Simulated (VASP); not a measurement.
Here is a VASP 6.6.1 calculation.

INCAR

```
SYSTEM = C
PREC = Accurate
ENCUT = 520
EDIFF = 1E-6
ISMEAR = 0
SIGMA = 0.05
LREAL = .False.
LASPH = .True.
NELM = 60
ALGO = Normal
ISIF = 2
LWAVE = .False.
LCHARG = .True.
GGA = PE
LELF = .True.
LVHAR = .True.
NBANDS = 26
```

Contents of KPOINTS:

```
regular mesh
0
Gamma
  6 6 6
  0 0 0
```

Contents of POSCAR:

```
C
1.0
    3.5714750638      0.0000000000      0.0000000000
    0.0000000000     -3.5714750638      0.0000000000
    0.0000000000      0.0000000000     -3.5714750638
C
8
Direct
    0.5000000000      0.0000000000      0.0279996355
    0.0000000000      0.5000000000      0.0000000000
    0.0000000000      0.0000000000      0.5000000000
    0.5000000000      0.5000000000      0.5000000000
    0.7500000000      0.7500000000      0.7500000000
    0.2500000000      0.2500000000      0.7500000000
    0.2500000000      0.7500000000      0.2500000000
    0.7500000000      0.2500000000      0.2500000000
```

Potentials or basis: VASP PAW PBE potentials, release 64 (C).

Launch:

```console
$ cat potpaw_PBE.64/C/POTCAR > POTCAR
$ mpirun -np 1 vasp_std > vasp.out
```

Q: What does it give for the band gap on the k mesh?

A: 3.70 eV.

Q: Estimate the largest force.

A: 4.376 eV/Å.

Forces on the atoms (eV/Å):
```
C    0.000  0.000  4.376
C    0.000  0.000  0.577
C    0.000  0.000 -0.650
C    0.000  0.000 -0.650
C   -0.196 -0.196 -0.823
C    0.196  0.196 -0.823
C   -0.386  0.386 -1.003
C    0.386 -0.386 -1.003
```

Caveat: the cell differs from its parent crystal (atom 1 (C) moved -0.100 Å along Cartesian [0 0 1]); forces of over 1 eV/Å act on the atoms, so gaps and moduli don't describe the material at rest. A k mesh can miss the band edges.
